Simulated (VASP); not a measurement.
Input of a VASP 6.6.1 run:

File INCAR:

```
  ALGO = Normal
  DIPOL = 0.5 0.5 0.500
  EDIFF = 1E-6
  EDIFFG = -0.01
  ENCUT = 520
  GGA = PE
  IBRION = 2
  IDIPOL = 3
  ISIF = 2
  ISMEAR = -1
  LASPH = True
  LCHARG = False
  LDIPOL = True
  LREAL = False
  LWAVE = False
  NELM = 60
  NSW = 60
  PREC = Accurate
  SIGMA = 0.05
```

File KPOINTS:

```
k-points
0
Gamma
  13 13 1
```

Contents of POSCAR:

```
Au
1.0
    2.9400990585      0.0000000000      0.0000000000
   -1.4700495293      2.5462004743      0.0000000000
    0.0000000000      0.0000000000     25.6023000000
Au
5
Direct
    0.8333333330      0.1666666670      0.3124714712
    0.1666666670      0.8333333330      0.4062357353
    0.5000000000      0.5000000000      0.5000000000
    0.8333333330      0.1666666670      0.5937642647
    0.1666666670      0.8333333330      0.6875285288
```

Potentials or basis: VASP PAW PBE potentials, release 64 (Au).

Command:

```console
$ cat potpaw_PBE.64/Au/POTCAR > POTCAR
$ mpirun -np 1 vasp_std > vasp.out
```

**Question.** What does it give for the band gap on the k mesh?

**Answer.** Zero (an odd number of electrons rules out a gap without spin polarisation).

**Question.** Estimate the energy gained by relaxing.

**Answer.** 0.4 meV/atom.

Final structure:
```
Au
1.0
     2.94010    0.00000    0.00000
    -1.47005    2.54620    0.00000
     0.00000    0.00000   25.60230
Au
5
Direct
  0.83333 0.16667 0.31214
  0.16667 0.83333 0.40669
  0.50000 0.50000 0.50000
  0.83333 0.16667 0.59331
  0.16667 0.83333 0.68786
```

Caveat: spin-orbit coupling is left out, which moves the levels of the heavy elements.
